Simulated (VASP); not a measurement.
## In: single point with PBE0

In:

```
CELL_PARAMETERS angstrom
-1.91945 1.91945 1.91945
1.91945 -1.91945 1.91945
1.91945 1.91945 -1.91945
ATOMIC_POSITIONS crystal
In 0.00000 0.00000 0.00000
```

This isn't the form of In at room conditions, which is tetragonal.

```yaml
Program: VASP 6.6.1
Task: single point
Functional: PBE0
Potentials_or_basis: VASP PAW PBE potentials, release 64 (In_d)
Cutoff: 520 eV
k_mesh: 6 × 6 × 6
Occupations: fermi-dirac, width 0.05 eV
Spin: no spin polarisation
Dipole_correction: no
Grid_for_exact_exchange_PRECFOCK: Normal
Further_INCAR_settings: ALGO = Normal; EDIFF = 1e-06; NBANDS = 12
Share_of_exact_exchange: 0.25
```

| Item | Value |
| --- | --- |
| Pressure | -2.9 GPa |
| Band gap on the k mesh | zero (an odd number of electrons rules out a gap without spin polarisation) |

Levels at points of the mesh, in eV from the Fermi level:
| k point | band 2 | band 3 | band 4 | band 5 | band 6 | band 7 | band 8 | band 9 | band 10 | band 11 |
| --- | --- | --- | --- | --- | --- | --- | --- | --- | --- | --- |
| (0.00, 0.00, 0.00) | -17.13 | -17.13 | -16.90 | -16.90 | -10.72 | 11.65 | 11.65 | 11.65 | 13.85 | 13.85 |
| (0.50, 0.00, 0.00) | -17.16 | -16.91 | -16.90 | -16.76 | -4.79 | -3.72 | 6.58 | 8.06 | 10.63 | 10.64 |
| (0.50, 0.50, 0.50) | -17.21 | -16.79 | -16.79 | -16.79 | 1.06 | 1.70 | 1.70 | 1.70 | 5.75 | 5.75 |

Run time: 17 min on 1 thread of Intel Xeon 8259CL, on a shared host, peak memory 0.18 GiB.

Caveat: the k points lie up to 0.39 Å⁻¹ apart, too coarse for converged energies and pressures of a metal; the PAW data sets were made with another functional, which shifts forces and pressure a little; spin-orbit coupling is left out, which moves the levels of the heavy elements.
